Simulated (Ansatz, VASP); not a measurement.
**One calculation of Sb, two programs**

```
Sb
1.0
     2.17060    1.25320    3.87109
    -2.17060    1.25320    3.87109
     0.00000   -2.50640    3.87109
Sb
2
Direct
  0.23130 0.23130 0.23130
  0.76870 0.76870 0.76870
```

Alike in both runs: task single point; functional r2SCAN; k mesh 14 × 14 × 14; occupations fermi-dirac, width 0.1 eV; no spin polarisation.

```csv
,VASP,Ansatz
version,VASP 6.6.1,Ansatz 0.2.0
potentials or method,"VASP PAW PBE potentials, release 64 (Sb), cutoff 520 eV","plane waves (500 eV) with PAW, scalar-relativistic"
valence electrons in the cell,10,30
```

|  | VASP | Ansatz | Ansatz less VASP |
| --- | --- | --- | --- |
| pressure (GPa) | 0.1 | 0.0 | -0.11 |

VASP's potentials were made for PBE, not for r2SCAN. VASP's potentials hold 10 valence electrons a cell and Ansatz's 30, so a difference there can come from the potentials and not from the codes.

Spin-orbit coupling is off throughout.
